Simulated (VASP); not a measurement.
Wanted: the native input for a VASP 6.6.1 run.

| Item | Value |
| --- | --- |
| Task | single point |
| Functional | PBEsol |
| Potentials or basis | VASP PAW PBE potentials, release 64 (Li_sv) |
| Cutoff | 520 eV |
| k mesh | 18 × 18 × 18 |
| Occupations | gaussian, width 0.1 eV |
| Spin | no spin polarisation |
| Dipole correction | no |
| Further INCAR settings | ALGO = Normal; EDIFF = 1e-07; NBANDS = 8 |

The structure of Li lies in POSCAR:

```
Li
1.0
   -1.7154438369      1.7154438369      1.7154438369
    1.7154438369     -1.7154438369      1.7154438369
    1.7154438369      1.7154438369     -1.7154438369
Li
1
Direct
    0.0000000000      0.0000000000      0.0000000000
```

These files were run (other wordings do the same):

INCAR

```
SYSTEM = Li
PREC = Accurate ; ENCUT = 520
EDIFF = 1E-7 ; ISMEAR = 0
SIGMA = 0.1 ; LREAL = .False.
LASPH = .True. ; NELM = 60
ALGO = Normal ; ISIF = 2
LWAVE = .False. ; LCHARG = .False.
GGA = PS ; NBANDS = 8
```

KPOINTS

```
Automatic mesh
0
Gamma
  18 18 18
  0 0 0
```

Potentials or basis: VASP PAW PBE potentials, release 64 (Li_sv).

Run with:

```sh
$ cat potpaw_PBE.64/Li_sv/POTCAR > POTCAR
$ mpirun -np 1 vasp_std > vasp.out
```

It took 8 s on 1 thread of Intel(R) Xeon(R) 6975P-C (Granite Rapids), with other jobs on the host, peak memory 0.14 GiB.
